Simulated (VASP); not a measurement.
## Na: single point with PBE

The system is Na.

```
Na
1.0
    -2.07072    2.07072    2.07072
     2.07072   -2.07072    2.07072
     2.07072    2.07072   -2.07072
Na
1
Direct
  0.00000 0.00000 0.00000
```

```
Program                : VASP 6.6.1
Task                   : single point
Functional             : PBE
Potentials or basis    : VASP PAW PBE potentials, release 64 (Na_pv)
Cutoff                 : 520 eV
k mesh                 : 19 × 19 × 19
Occupations            : fermi-dirac, width 0.0612256 eV
Spin                   : no spin polarisation
Dipole correction      : no
Further INCAR settings : ALGO = Normal; EDIFF = 1e-07; NBANDS = 10
```

```json
{
 "Pressure": "0.3 GPa",
 "Band gap on the k mesh": "zero (an odd number of electrons rules out a gap without spin polarisation)"
}
```

Levels at points of the mesh, in eV from the Fermi level:
| k point | band 1 | band 2 | band 3 | band 4 | band 5 | band 6 | band 7 | band 8 | band 9 |
| --- | --- | --- | --- | --- | --- | --- | --- | --- | --- |
| (0.00, 0.00, 0.00) | -24.88 | -24.88 | -24.88 | -3.38 | 12.01 | 12.01 | 12.01 | 13.03 | 13.03 |

It took 20 s on 1 thread of Intel(R) Xeon(R) 6975P-C (Granite Rapids) (shared host), peak memory 0.19 GiB.
